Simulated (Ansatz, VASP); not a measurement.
**WS2: VASP beside Ansatz**

Contents of INCAR:

```
SYSTEM = WS2
  PREC = Accurate
  ENCUT = 520
  EDIFF = 1E-6
  ISMEAR = -1
  SIGMA = 0.05
  LREAL = .False.
  LASPH = .True.
  NELM = 60
  ALGO = Normal
  ISIF = 2
  LWAVE = .False.
  LCHARG = .True.
  GGA = PE
  LELF = .True.
  LVHAR = .True.
  NBANDS = 20
```

The input KPOINTS:

```
regular mesh
0
Gamma
  8 8 8
  0 0 0
```

The input POSCAR:

```
WS2
1.0
    0.0000000000      3.0079352200      3.0079352200
    3.0079352200      0.0000000000      3.0079352200
    3.0079352200      3.0079352200      0.0000000000
W S
1 2
Direct
    0.0000000000      0.0000000000      0.0000000000
    0.2500000000      0.2500000000      0.2500000000
    0.7500000000      0.7500000000      0.7500000000
```

The input input.yaml:

```yaml
crystal:
  lattice:
    - [0.0, 3.00793522, 3.00793522]
    - [3.00793522, 0.0, 3.00793522]
    - [3.00793522, 3.00793522, 0.0]
  atoms:
    - { symbol: W, position: [0.0, 0.0, 0.0] }
    - { symbol: S, position: [0.25, 0.25, 0.25] }
    - { symbol: S, position: [0.75, 0.75, 0.75] }
kpoints:
  mp_grid: { grid: [8, 8, 8] }
scf:
  occupations: { method: fermi_dirac, width: 0.05 }
hamiltonian:
  xc: pbe
  pseudopotentials: { kind: all_electron, lapw: { basis_error: 0.001 } }
output:
  forces: true
  stress: true
  eigenvalues: true
  populations: true
```

Alike in both runs: task single point; functional PBE; k mesh 8 × 8 × 8; occupations fermi-dirac, width 0.05 eV; no spin polarisation.

|  | VASP | Ansatz |
| --- | --- | --- |
| version | VASP 6.6.1 | Ansatz 0.2.0 |
| potentials or method | VASP PAW PBE potentials, release 64 (W_sv, S), cutoff 520 eV | all-electron LAPW, scalar-relativistic |

Ansatz gave:

* gap on the k mesh at the Fermi level (eV): none
* pressure (GPa): -8.9

Problem. Estimate VASP's values.

Solution. gap on the k mesh at the Fermi level (eV): none; pressure (GPa): -9.0.

A gap of «none» marks a metal or a gap that the smearing closes. Ansatz ran all-electron here, and VASP with PAW potentials.

Spin-orbit coupling is off throughout.
